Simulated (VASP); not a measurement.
Wanted: the native input for a VASP 6.6.1 run.

* Task: single point
* Functional: PBE
* Potentials or basis: VASP PAW PBE potentials, release 64 (Cd, Sb, C)
* Cutoff: 520 eV
* k mesh: 6 × 6 × 6
* Occupations: fermi-dirac, width 0.02 eV
* Spin: no spin polarisation
* Dipole correction: no
* Further INCAR settings: ALGO = Normal; EDIFF = 1e-06; NBANDS = 36

The structure of CdSb2C lies in POSCAR:

```
CdSb2C
1.0
   -3.0722058073      3.0722058073      5.1483789906
    3.0722058073     -3.0722058073      5.1483789906
    3.0722058073      3.0722058073     -5.1483789906
Cd Sb C
2 4 2
Direct
    0.0000000000      0.0000000000      0.0000000000
    0.7500000000      0.2500000000      0.5000000000
    0.3750000000      0.4524834669      0.5774834669
    0.2024834669      0.6250000000      0.0774834669
    0.8750000000      0.7975165331      0.4225165331
    0.5475165331      0.1250000000     -0.0774834669
    0.5000000000      0.5000000000      0.0000000000
    0.2500000000      0.7500000000      0.5000000000
```

These files were run (other wordings do the same):

INCAR

```
SYSTEM = CdSb2C
  PREC = Accurate
  ENCUT = 520
  EDIFF = 1E-6
  ISMEAR = -1
  SIGMA = 0.02
  LREAL = .FALSE.
  LASPH = .TRUE.
  NELM = 60
  ALGO = Normal
  ISIF = 2
  LWAVE = .FALSE.
  LCHARG = .FALSE.
  GGA = PE
  NBANDS = 36
```

KPOINTS

```
regular mesh
0
G
  6 6 6
  0 0 0
```

Potentials or basis: VASP PAW PBE potentials, release 64 (Cd, Sb, C).

The run is started by

```sh
$ cat potpaw_PBE.64/Cd/POTCAR potpaw_PBE.64/Sb/POTCAR potpaw_PBE.64/C/POTCAR > POTCAR
$ mpirun -np 1 vasp_std > vasp.out
```

Results of the run:

```
Pressure               : 0.1 GPa
Largest force          : 0.020 eV/Å
Band gap on the k mesh : 0.18 eV (least direct gap 0.46 eV)
```

Caveat: semilocal functionals underestimate gaps, and a narrow one can read as zero; spin-orbit coupling is left out, which moves the levels of the heavy elements.

Run time: 9.2 min on 1 thread of Oxide Virtual Turin-like Processor, with other jobs on the host, peak memory 0.42 GiB.
